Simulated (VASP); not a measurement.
Wanted: the native input for a VASP 6.6.1 run.

* Task: relaxation of cell and atoms
* Functional: PBEsol
* Potentials or basis: VASP PAW PBE potentials, release 64 (Sb, Ga_d)
* Cutoff: 600 eV
* k mesh: 10 × 10 × 10
* Occupations: fermi-dirac, width 0.05 eV
* Spin: no spin polarisation
* Target pressure: 20 GPa
* Dipole correction: no
* Further INCAR settings: ALGO = Normal; EDIFF = 1e-06; IBRION = 2; EDIFFG = -0.01; NSW = 80; ISIF = 3

The structure of GaSb lies in POSCAR:

```
GaSb
1.0
   -2.7534340000      2.7534340000      1.5907070000
    2.7534340000     -2.7534340000      1.5907070000
    2.7534340000      2.7534340000     -1.5907070000
Sb Ga
1 1
Direct
    0.0000000000      0.0000000000      0.0000000000
    0.7500000000      0.2500000000      0.5000000000
```

One way to write it, as run:

INCAR

```
SYSTEM = GaSb
PREC     = Accurate       ! precision mode
ENCUT    = 600            ! plane-wave cutoff, eV
EDIFF    = 1E-6           ! SCF threshold, eV
ISMEAR   = -1             ! smearing method
SIGMA    = 0.05           ! smearing width, eV
LREAL    = .FALSE.        ! projectors in reciprocal space
LASPH    = .TRUE.         ! aspherical terms in the spheres
NELM     = 80             ! most SCF steps
ALGO     = Normal         ! electronic algorithm
ISIF     = 3              ! what is computed and relaxed
LWAVE    = .FALSE.        ! write WAVECAR
LCHARG   = .FALSE.        ! write CHGCAR
GGA      = PS             ! functional
IBRION   = 2              ! ionic algorithm
NSW      = 80             ! ionic steps
EDIFFG   = -0.01          ! ionic threshold
PSTRESS  = 200.0
```

KPOINTS

```
Automatic mesh
0
G
  10 10 10
  0 0 0
```

Potentials or basis: VASP PAW PBE potentials, release 64 (Sb, Ga_d).

Command:

```bash
$ cat potpaw_PBE.64/Sb/POTCAR potpaw_PBE.64/Ga_d/POTCAR > POTCAR
$ mpirun -np 1 vasp_std > vasp.out
```

Results of the run:

```
Relaxed volume                                             : 18.71 Å³/atom
Relaxed cell                                               : a = 3.872 Å, b = 3.872 Å, c = 3.872 Å, α = 98.08°, β = 98.08°, γ = 135.97°
Space group after relaxing (to 0.1 Å)                      : I-4m2 (No. 119)
Energy change on relaxing (the run minimises the enthalpy) : +204.5 meV/atom
Ionic steps                                                : 9
Pressure after relaxing                                    : 20.0 GPa
Band gap on the k mesh                                     : zero (bands 9 and 10 overlap by 5.76 eV)
```

Caveat: the cell is relaxed towards a set pressure, so the run minimises the enthalpy, not the energy; the volume moved by over 15 % at a fixed basis, so the end points are rough; the PAW data sets were made with another functional, which shifts forces and pressure a little; spin-orbit coupling is left out, which moves the levels of the heavy elements.

It took 11 min on 1 thread of Intel Xeon 8259CL, on a shared host, peak memory 0.29 GiB.
